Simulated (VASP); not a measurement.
Here is a VASP 6.6.1 calculation.

The input POSCAR:

```
C
1.0
    0.0000000000      3.6285350000      3.6285350000
    3.6285350000      0.0000000000      3.6285350000
    3.6285350000      3.6285350000      0.0000000000
C
16
Direct
    0.0080197656      0.0262089245     -0.0203663462
    0.0891819977      0.1379068963      0.1406077108
    0.0067106973      0.0051398154      0.4861052739
    0.1300387071      0.1430191524      0.6218074237
   -0.0438468969      0.5504700933      0.0197324816
    0.1224598908      0.6217523050      0.1309757244
    0.0231636184      0.5021999237      0.4849753413
    0.1169755838      0.6197129144      0.6369926155
    0.4904320890      0.0109823937     -0.0042027981
    0.6319768171      0.1319954196      0.1098652762
    0.5070917051     -0.0009921359      0.4897844447
    0.6060159265      0.1438183730      0.6145868787
    0.5214363373      0.4848926633      0.0136005302
    0.5827007318      0.6617133361      0.1423852877
    0.5042668735      0.4635617405      0.5515586869
    0.6472309072      0.6270850357      0.6222621526
```

File INCAR.step1:

```
PREC = Accurate ; ENCUT = 520
ISMEAR = -1 ; SIGMA = 0.24
LREAL = Auto ; LASPH = T
NELM = 100 ; NBANDS = 46
GGA = PE ; ALGO = Normal
EDIFF = 1E-4 ; LWAVE = T
LCHARG = F
```

INCAR.step2

```
PREC = Accurate ; ENCUT = 520
EDIFF = 1E-7 ; ISMEAR = -1
SIGMA = 0.24 ; LREAL = Auto
LASPH = T ; NELM = 100
ALGO = Normal ; ISIF = 2
LWAVE = F ; LCHARG = T
METAGGA = R2SCAN ; LMIXTAU = T
LELF = T ; LVHAR = T
NBANDS = 46 ; ISTART = 1
```

The input KPOINTS:

```
Automatic mesh
0
Gamma
  4 4 4
```

Potentials or basis: VASP PAW PBE potentials, release 64 (C).

Launch:

```console
$ cat potpaw_PBE.64/C/POTCAR > POTCAR
$ cp INCAR.step1 INCAR
$ mpirun -np 1 vasp_std > vasp.out
$ cp INCAR.step2 INCAR
$ mpirun -np 1 vasp_std > vasp.out
```

Question: Estimate the band gap on the k mesh.

Answer: 2.58 eV (least direct gap 2.60 eV).

Question: What does it give for the pressure?

Answer: -14.2 GPa.

Question: Predict the largest force.

Answer: 10.870 eV/Å.

Stress tensor (GPa, compression positive):
```
-14.91  -1.85   2.23
 -1.85 -14.11  -3.48
  2.23  -3.48 -13.58
```

Caveat: the cell stands under tension; the PAW data sets were made with another functional, which shifts forces and pressure a little. A k mesh can miss the band edges.
